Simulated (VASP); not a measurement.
# AlP (r.bp) (F-43m) in VASP: single point with PBE

Aim: the single point of AlP (r.bp) with PBE.

Everything below comes from runs of VASP 6.6.1. Logs are shortened: lines on timing, memory, paths and dates and some standing lists are left out, and cuts for length are marked.

**1. The cell of the first run**

Symmetry: F-43m, No. 216, cubic system. Conventional cell: a = 5.469 Å, b = 5.469 Å, c = 5.469 Å, α = 90.00°, β = 90.00°, γ = 90.00°. Within 3.1 Å of Al (site symmetry -43m) lie 4 P at 2.37 Å. Within 3.1 Å of P (site symmetry -43m) lie 4 Al at 2.37 Å.

**2. Single point, PBE**

The input, INCAR:

```
PREC = Accurate
ENCUT = 500
EDIFF = 1E-6
ISMEAR = 0
SIGMA = 0.02
LREAL = F
LASPH = T
NELM = 120
ALGO = Normal
ISIF = 2
LWAVE = F
LCHARG = T
GGA = PE
LELF = T
LVHAR = T
NBANDS = 11
GGA_COMPAT = F
```

The input, KPOINTS:

```
Automatic mesh
0
Gamma
  8 8 8
```

The input, POSCAR:

```
AlP
1.0
    0.0000000000      2.7345801054      2.7345801054
    2.7345801054      0.0000000000      2.7345801054
    2.7345801054      2.7345801054      0.0000000000
Al P
1 1
Direct
    0.0000000000      0.0000000000      0.0000000000
    0.2500000000      0.2500000000      0.2500000000
```

Potentials or basis: VASP PAW PBE potentials, release 64 (Al, P).

Run with:

```bash
$ cat potpaw_PBE.64/Al/POTCAR potpaw_PBE.64/P/POTCAR > POTCAR
$ mpirun -np 1 vasp_std > vasp.out
```

OUTCAR:

```text
PREC = Accurate
   ENCUT = 500
   EDIFF = 1E-6
   ISMEAR = 0
   LREAL = F
   LASPH = T
   NELM = 120
   ISIF = 2
   GGA = PE

 ion  position               nearest neighbor table
   1  0.000  0.000  0.000-   2 2.37   2 2.37   2 2.37   2 2.37
   2  0.250  0.250  0.250-   1 2.37   1 2.37   1 2.37   1 2.37

  LATTYP: Found a face centered cubic cell.
 ALAT       =     5.4691602108

  Lattice vectors:

 A1 = (   0.0000000000,   2.7345801054,   2.7345801054)
 A2 = (   2.7345801054,   0.0000000000,   2.7345801054)
 A3 = (   2.7345801054,   2.7345801054,   0.0000000000)

Analysis of symmetry for initial positions (statically):
=====================================================================
 Subroutine PRICEL returns:
 Original cell was already a primitive cell.

 Routine SETGRP: Setting up the symmetry group for a
 face centered cubic supercell.

 Subroutine GETGRP returns: Found 24 space group operations
 (whereof 24 operations were pure point group operations)
 out of a pool of 48 trial point group operations.

The static configuration has the point symmetry T_d .

Analysis of symmetry for dynamics (positions and initial velocities):
=====================================================================
 Subroutine PRICEL returns:
 Original cell was already a primitive cell.

 Routine SETGRP: Setting up the symmetry group for a
 face centered cubic supercell.

 Subroutine GETGRP returns: Found 24 space group operations
 (whereof 24 operations were pure point group operations)
 out of a pool of 48 trial point group operations.

The dynamic configuration has the point symmetry T_d .

 Subroutine INISYM returns: Found 24 space group operations
 (whereof 24 operations are pure point group operations),
 and found     1 'primitive' translations

----------------------------------------------------------------------------------------

                                     Primitive cell

  volume of cell :      40.8980

  direct lattice vectors                    reciprocal lattice vectors
     0.000000000  2.734580105  2.734580105    -0.182843428  0.182843428  0.182843428
     2.734580105  0.000000000  2.734580105     0.182843428 -0.182843428  0.182843428
     2.734580105  2.734580105  0.000000000     0.182843428  0.182843428 -0.182843428

  length of vectors
     3.867280272  3.867280272  3.867280272     0.316694107  0.316694107  0.316694107

  position of ions in fractional coordinates (direct lattice)
     0.000000000  0.000000000  0.000000000
     0.250000000  0.250000000  0.250000000

  ion indices of the primitive-cell ions
   primitive index   ion index
                 1           1
                 2           2

----------------------------------------------------------------------------------------

 KPOINTS: Automatic mesh

Automatic generation of k-mesh.
 Grid dimensions read from file:
 generate k-points for:    8    8    8

 Generating k-lattice:

  Cartesian coordinates                     Fractional coordinates (reciprocal lattice)
    -0.022855428  0.022855428  0.022855428     0.125000000  0.000000000  0.000000000
     0.022855428 -0.022855428  0.022855428     0.000000000  0.125000000  0.000000000
     0.022855428  0.022855428 -0.022855428     0.000000000  0.000000000  0.125000000

  Length of vectors
     0.039586763  0.039586763  0.039586763

  Shift w.r.t. Gamma in fractional coordinates (k-lattice)
     0.000000000  0.000000000  0.000000000

 Subroutine IBZKPT returns following result:
 ===========================================

 Found     29 irreducible k-points:

 Following reciprocal coordinates:
            Coordinates               Weight
  0.000000  0.000000  0.000000      1.000000
  0.125000  0.000000  0.000000      8.000000
  0.250000  0.000000  0.000000      8.000000
  0.375000  0.000000  0.000000      8.000000
  0.500000  0.000000  0.000000      4.000000
  0.125000  0.125000  0.000000      6.000000
[... 16 lines left out ...]
  0.500000  0.250000  0.125000     48.000000
 -0.375000  0.250000  0.125000     24.000000
 [... further k-points ...]
   k-points           NKPTS =     29   k-points in BZ     NKDIM =     29   number of bands    NBANDS=     11
   number of dos      NEDOS =    301   number of ions     NIONS =      2
   total plane-waves  NPLWV =  21952
   dimension x,y,z NGX =    28 NGY =   28 NGZ =   28
   dimension x,y,z NGXF=    56 NGYF=   56 NGZF=   56
   ions per type =               1   1
   NGX,Y,Z   is equivalent  to a cutoff of  12.04, 12.04, 12.04 a.u.
   NGXF,Y,Z  is equivalent  to a cutoff of  24.07, 24.07, 24.07 a.u.
 SYSTEM =  unknown system
   PREC   = accura    normal or accurate (medium, high low for compatibility)
   ISTART =      0    job   : 0-new  1-cont  2-samecut
   ICHARG =      2    charge: 1-file 2-atom 10-const
   ISPIN  =      1    spin polarized calculation?
   LNONCOLLINEAR =      F non collinear calculations
   LSORBIT =      F    spin-orbit coupling
   LASPH  =      T    aspherical Exc in radial PAW
   ENCUT  =  500.0 eV  36.75 Ry    6.06 a.u.   7.05  7.05  7.05*2*pi/ulx,y,z
   NELM   =    120;   NELMIN=  2; NELMDL= -5     # of ELM steps
   EDIFF  = 0.1E-05   stopping-criterion for ELM
   LREAL  =      F    real-space projection
   EDIFFG = 0.1E-04   stopping-criterion for IOM
   NSW    =      0    number of steps for IOM
   IBRION =     -1    ionic relax: 0-MD 1-quasi-New 2-CG
   NFREE  =      0    steps in history (QN), initial steepest desc. (CG)
   ISIF   =      2    stress and relaxation
   ISYM   =      2    0-nonsym 1-usesym 2-fastsym
   POTIM  = 0.5000    time-step for ionic-motion
   TEBEG  =    0.0;   TEEND  =   0.0 temperature during run
   PSTRESS=    0.0 pullay stress
   NELECT =       8.0000    total number of electrons
   NUPDOWN=      -1.0000    fix difference up-down
   EMIN   =  10.00;   EMAX   =-10.00  energy-range for DOS
   EFERMI =   0.00;   METHOD = LEGACY
   ISMEAR =     0;   SIGMA  =   0.02  broadening in eV -4-tet -1-fermi 0-gaus
   EFERMI_NEDOS =   21; number of points for ismear=-14 and -15
   IALGO  =     38    algorithm
   IMIX   =      4    mixing-type and parameters
     AMIX     =   0.40;   BMIX     =  1.00
     AMIX_MAG =   1.60;   BMIX_MAG =  1.00
  volume/ion in A,a.u.               =      20.45       138.00
  Fermi-wavevector in a.u.,A,eV,Ry     =   0.950322  1.795848 12.287587  0.903112
  Thomas-Fermi vector in A             =   2.078688
   LORBIT       =      0    0 simple, 1 ext, 2 COOP (PROOUT), +10 PAW based schemes
   GGA     = PE    functional components
   LHFCALC =     F    Hartree Fock is set to
   AEXX    =    0.0000 exact exchange contribution
   IVDW    =     0    specifies the selected vdW correction
   LEPSILON=     F    determine dielectric tensor
   LRPA    =     F    only Hartree local field effects (RPA)
 non-spin polarized calculation
 Gauss-broadening in eV      SIGMA  =   0.02
  energy-cutoff  :      500.00
  volume of cell :       40.90
 maximum number of plane-waves:      1056
   NGX = 15   NGY = 15   NGZ = 15

 number of electron       8.0000000 magnetization

 Free energy of the ion-electron system (eV)
  ---------------------------------------------------
  ext. energy  EPLUGINS =         0.00000000
  ---------------------------------------------------
  free energy    TOTEN  =       -10.37233277 eV

  energy without entropy =      -10.37233277  energy(sigma->0) =      -10.37233277

 E-fermi :   4.6843     XC(G=0):  -9.1893

 val. band max:        4.5344285734   @ k =   0.0000   0.0000   0.0000
 cond. band min:       6.1237762928   @ k =   0.5000   0.5000   0.0000
 fundamental gap:      1.5893477195
 Fermi energy:         4.6843203102

 k-point     1 :       0.0000    0.0000    0.0000
  band No.  band energies     occupation
      1      -6.9421      2.00000
      2       4.5344      2.00000
      3       4.5344      2.00000
      4       4.5344      2.00000
      5       7.7973      0.00000
      6       9.0890      0.00000
      7       9.0890      0.00000
      8       9.0890      0.00000
      9      13.3636      0.00000
     10      13.3636      0.00000
     11      14.7903      0.00000

 k-point     2 :       0.1250    0.0000    0.0000
  band No.  band energies     occupation
      1      -6.7707      2.00000
      2       3.3134      2.00000
      3       4.3870      2.00000
      4       4.3870      2.00000
      5       8.2192      0.00000
      6       9.3712      0.00000
      7       9.3712      0.00000
      8       9.6070      0.00000
      9      12.8774      0.00000
     10      12.8774      0.00000
     11      15.4287      0.00000

 k-point     3 :       0.2500    0.0000    0.0000
  band No.  band energies     occupation
      1      -6.2886      2.00000
      2       1.3705      2.00000
      3       4.0938      2.00000
      4       4.0938      2.00000
      5       7.8428      0.00000
      6       9.6778      0.00000
      7       9.6778      0.00000
      8      11.4390      0.00000
      9      12.8549      0.00000
     10      12.8549      0.00000
     11      14.8914      0.00000

 k-point     4 :       0.3750    0.0000    0.0000
  band No.  band energies     occupation
      1      -5.6415      2.00000
      2      -0.2633      2.00000
      3       3.8592      2.00000
      4       3.8592      2.00000
      5       7.4667      0.00000
      6       9.4937      0.00000
      7       9.4937      0.00000
      8      12.6846      0.00000
      9      14.2398      0.00000
     10      14.2398      0.00000
     11      15.1469      0.00000

 k-point     5 :       0.5000    0.0000    0.0000
  band No.  band energies     occupation
      1      -5.2756      2.00000
      2      -0.9704      2.00000
      3       3.7741      2.00000
      4       3.7741      2.00000
      5       7.3310      0.00000
      6       9.3528      0.00000
      7       9.3528      0.00000
      8      12.7954      0.00000
      9      16.0502      0.00000
     10      16.0502      0.00000
     11      16.3371      0.00000
[... 211 lines left out ...]
 k-point    21 :       0.5000    0.5000    0.0000
  band No.  band energies     occupation
      1      -4.6175      2.00000
      2      -0.7560      2.00000
      3       2.4424      2.00000
      4       2.4424      2.00000
      5       6.1238      0.00000
      6       7.0037      0.00000
      7      15.5638      0.00000
      8      15.5638      0.00000
      9      16.5437      0.00000
     10      16.6032      0.00000
     11      16.6032      0.00000

 k-point    22 :       0.3750    0.2500    0.1250
  band No.  band energies     occupation
      1      -5.8806      2.00000
      2       1.0448      2.00000
      3       2.6498      2.00000
      4       3.6253      2.00000
      5       8.3864      0.00000
      6       9.3513      0.00000
      7       9.9765      0.00000
      8      11.3330      0.00000
      9      12.8706      0.00000
     10      15.3095      0.00000
     11      17.4219      0.00000

 k-point    23 :       0.5000    0.2500    0.1250
  band No.  band energies     occupation
      1      -5.2883      2.00000
      2      -0.0601      2.00000
      3       2.0865      2.00000
      4       3.2448      2.00000
      5       8.4850      0.00000
      6       9.3250      0.00000
      7      10.5631      0.00000
      8      11.6319      0.00000
      9      13.9985      0.00000
     10      15.8558      0.00000
     11      17.3406      0.00000

 k-point    24 :      -0.3750    0.2500    0.1250
  band No.  band energies     occupation
      1      -4.9647      2.00000
      2      -0.6155      2.00000
      3       1.9520      2.00000
      4       3.0589      2.00000
      5       8.4807      0.00000
      6       9.0630      0.00000
      7      11.4114      0.00000
      8      12.2262      0.00000
      9      13.5155      0.00000
     10      15.9830      0.00000
     11      17.2409      0.00000

 [... further k-points ...]
[... 5 lines left out ...]
  --------------------------------------------------------------------------------------
  -------------------------------------------------------------------------------------
  Total        0.4405049      0.4405049      0.4405049     -0.0000000      0.0000000      0.0000000
  in kB       17.2567638     17.2567638     17.2567638     -0.0000000      0.0000000      0.0000000
  external PRESSURE =      17.2567638 kB  Pullay stress =       0.0000000 kB

 VOLUME and BASIS-vectors are now :
 -----------------------------------------------------------------------------
  energy-cutoff  :      500.00
  volume of cell :       40.90
      direct lattice vectors                 reciprocal lattice vectors
     0.000000000  2.734580105  2.734580105    -0.182843428  0.182843428  0.182843428
     2.734580105  0.000000000  2.734580105     0.182843428 -0.182843428  0.182843428
     2.734580105  2.734580105  0.000000000     0.182843428  0.182843428 -0.182843428

 POSITION                                       TOTAL-FORCE (eV/Angst)
 -----------------------------------------------------------------------------------
      0.00000      0.00000      0.00000        -0.000000     -0.000000     -0.000000
      1.36729      1.36729      1.36729         0.000000      0.000000      0.000000
 -----------------------------------------------------------------------------------
    total drift:                               -0.000000     -0.000000      0.000000

  FREE ENERGIE OF THE ION-ELECTRON SYSTEM (eV)
  ---------------------------------------------------
  free  energy   TOTEN  =       -10.3723327665 eV

  energy  without entropy=      -10.3723327665  energy(sigma->0) =      -10.37233277
```

Run time: 16 s. Hardware: 1 thread of Intel Xeon 8259CL, shared host; peak memory 0.15 GiB.

Results:

| Quantity | Value |
| --- | --- |
| Free energy | -10.3723 eV |
| Pressure | 1.7 GPa |
| Band gap on the k mesh | 1.59 eV, indirect (least direct gap 3.26 eV) |
